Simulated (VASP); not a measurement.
Wanted: the native input for a VASP 6.6.1 run.

- Task: single point
- Functional: LDA
- Potentials or basis: VASP PAW LDA potentials, release 64 (Hg)
- Cutoff: 520 eV
- k mesh: 12 × 12 × 12
- Occupations: fermi-dirac, width 0.1 eV
- Spin: no spin polarisation
- Dipole correction: no
- Further INCAR settings: ALGO = Normal; EDIFF = 1e-06; NBANDS = 19

The structure of Hg lies in POSCAR:

```
Hg
1.0
    0.0000000000      2.4307906603      2.4307906603
    2.4307906603      0.0000000000      2.4307906603
    2.4307906603      2.4307906603      0.0000000000
Hg
2
Direct
   -0.1250000000     -0.1250000000     -0.1250000000
    0.1250000000      0.1250000000      0.1250000000
```

These files were run (other wordings do the same):

INCAR

```
SYSTEM = Hg
PREC = Accurate
ENCUT = 520
EDIFF = 1E-6
ISMEAR = -1
SIGMA = 0.1
LREAL = .False.
LASPH = .True.
NELM = 80
ALGO = Normal
ISIF = 2
LWAVE = .False.
LCHARG = .False.
NBANDS = 19
```

KPOINTS

```
Automatic mesh
0
Gamma
  12 12 12
  0 0 0
```

Potentials or basis: VASP PAW LDA potentials, release 64 (Hg).

Command:

```sh
$ cat potpaw_LDA.64/Hg/POTCAR > POTCAR
$ mpirun -np 1 vasp_std > vasp.out
```

Results of the run:

| Item | Value |
| --- | --- |
| Pressure | 311.1 GPa |
| Band gap on the k mesh | zero (bands 12 and 13 overlap by 11.66 eV) |

Caveat: the cell stands under pressure; spin-orbit coupling is left out, which moves the levels of the heavy elements.

Run time: 14 s on 1 thread of Intel(R) Xeon(R) 6975P-C (Granite Rapids), with other jobs on the host, peak memory 0.16 GiB.
